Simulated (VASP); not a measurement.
Write the native input for VASP 6.6.1 that does the following.

| Item | Value |
| --- | --- |
| Task | single point |
| Functional | LDA |
| Potentials or basis | VASP PAW LDA potentials, release 64 (Re) |
| Cutoff | 600 eV |
| k mesh | 13 × 13 × 7 |
| Occupations | fermi-dirac, width 0.6 eV |
| Spin | no spin polarisation |
| Dipole correction | no |
| Further INCAR settings | ALGO = Normal; EDIFF = 1e-06; NBANDS = 14 |

The structure of Re lies in POSCAR:

```
Re
1.0
    2.7391880258      0.0000000000      0.0000000000
   -1.3695940129      2.3722064161      0.0000000000
    0.0000000000      0.0000000000      4.4118668232
Re
2
Direct
    0.3333333333      0.6666666667      0.2500000000
    0.6666666667      0.3333333333      0.7500000000
```

These files were run (other wordings do the same):

INCAR

```
SYSTEM = Re
ALGO     = Normal         ! electronic algorithm
EDIFF    = 1E-6           ! SCF threshold, eV
ENCUT    = 600            ! plane-wave cutoff, eV
GGA_COMPAT= .False.      
ISIF     = 2              ! what is computed and relaxed
ISMEAR   = -1             ! smearing method
LASPH    = .True.         ! aspherical terms in the spheres
LCHARG   = .True.         ! write CHGCAR
LELF     = .True.         ! ELF
LREAL    = .False.        ! projectors in reciprocal space
LVHAR    = .True.       
LWAVE    = .False.        ! write WAVECAR
NBANDS   = 14             ! bands
NELM     = 120            ! most SCF steps
PREC     = Accurate       ! precision mode
SIGMA    = 0.6            ! smearing width, eV
```

KPOINTS

```
k-points
0
Gamma
  13 13 7
  0 0 0
```

Potentials or basis: VASP PAW LDA potentials, release 64 (Re).

Command:

```bash
$ cat potpaw_LDA.64/Re/POTCAR > POTCAR
$ mpirun -np 1 vasp_std > vasp.out
```

It gave:

- Pressure: 8.7 GPa
- Band gap on the k mesh: zero (bands 7 and 8 overlap by 3.03 eV)

Caveat: the cell stands under pressure; so wide a smearing shifts energies and pressures; spin-orbit coupling is left out, which moves the levels of the heavy elements.

Run time: 21 s on 1 thread of Intel(R) Xeon(R) 6975P-C (Granite Rapids) (shared host), peak memory 0.17 GiB.
